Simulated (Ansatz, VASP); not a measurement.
InSb3 in VASP and in Ansatz

```xyz
4
Lattice="4.8620 0.0561 0.0561 0.0561 4.8620 0.0561 0.0561 0.0561 4.8620" Properties=species:S:1:pos:R:3 pbc="T T T"
In    0.0000    0.0000    0.0000
Sb    2.4590    0.0561    2.4590
Sb    0.0561    2.4590    2.4590
Sb    2.4590    2.4590    0.0561
```

Change from the starting cell: equal engineering shear yz, xz and xy +0.0233, equal normal strain along x, y and z +0.0100.

Alike in both runs: task single point; functional PBE; k mesh 8 × 8 × 8; occupations gaussian, width 0.15 eV; no spin polarisation.

```csv
,VASP,Ansatz
version,VASP 6.6.1,Ansatz 0.2.0
potentials or method,"VASP PAW PBE potentials, release 64 (In_d, Sb), cutoff 520 eV","scalar-relativistic, plane waves, PAW"
valence electrons in the cell,28,58
```

Ansatz gave:

```
gap on the k mesh at the Fermi level (eV)                     : none
pressure (GPa)                                                : -1.3
traceless stress, the component that is largest in VASP (GPa) : -0.39
```

Problem. Estimate VASP's values.

Solution. gap on the k mesh at the Fermi level (eV): none; pressure (GPa): -1.4; traceless stress, the component that is largest in VASP (GPa): -0.39.

A gap of «none» marks a metal or a gap that the smearing closes. With one functional, cell and mesh, what is left measures potentials, basis and numerics. VASP's potentials hold 28 valence electrons a cell and Ansatz's 58, so a difference there can come from the potentials and not from the codes.

Spin-orbit coupling is off throughout.
